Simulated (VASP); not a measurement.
A run of VASP 6.6.1:

Contents of INCAR:

```
SYSTEM = B2W
PREC = Accurate ; ENCUT = 600
EDIFF = 1E-7 ; ISMEAR = -1
SIGMA = 0.15 ; LREAL = .False.
LASPH = .True. ; NELM = 80
ALGO = Normal ; ISIF = 4
LWAVE = .False. ; LCHARG = .False.
IBRION = 2 ; NSW = 80
EDIFFG = -0.001
```

KPOINTS

```
regular mesh
0
Gamma
  18 18 12
  0 0 0
```

The input POSCAR:

```
B2W
1.0
    3.0068202873      0.0000000000      0.0000000000
   -1.5034101436      2.6039827534      0.0000000000
    0.0000000000      0.0000000000      3.3318296221
B W
2 1
Direct
    0.3333333333      0.6666666667      0.5000000000
    0.6666666667      0.3333333333      0.5000000000
    0.0000000000      0.0000000000      0.0000000000
```

Potentials or basis: VASP PAW LDA potentials, release 64 (B, W_sv).

Launch:

```console
$ cat potpaw_LDA.64/B/POTCAR potpaw_LDA.64/W_sv/POTCAR > POTCAR
$ mpirun -np 1 vasp_std > vasp.out
```

Hardware: 1 thread of Intel(R) Xeon(R) Platinum 8488C (Sapphire Rapids) (shared host).

Problem. Estimate the wall time of this run.

Solution. Run time: 3.9 min on 1 thread of Intel(R) Xeon(R) Platinum 8488C (Sapphire Rapids), on a shared host, peak memory 0.23 GiB. Counts: scf iterations 29, k points 259, ion steps 4.
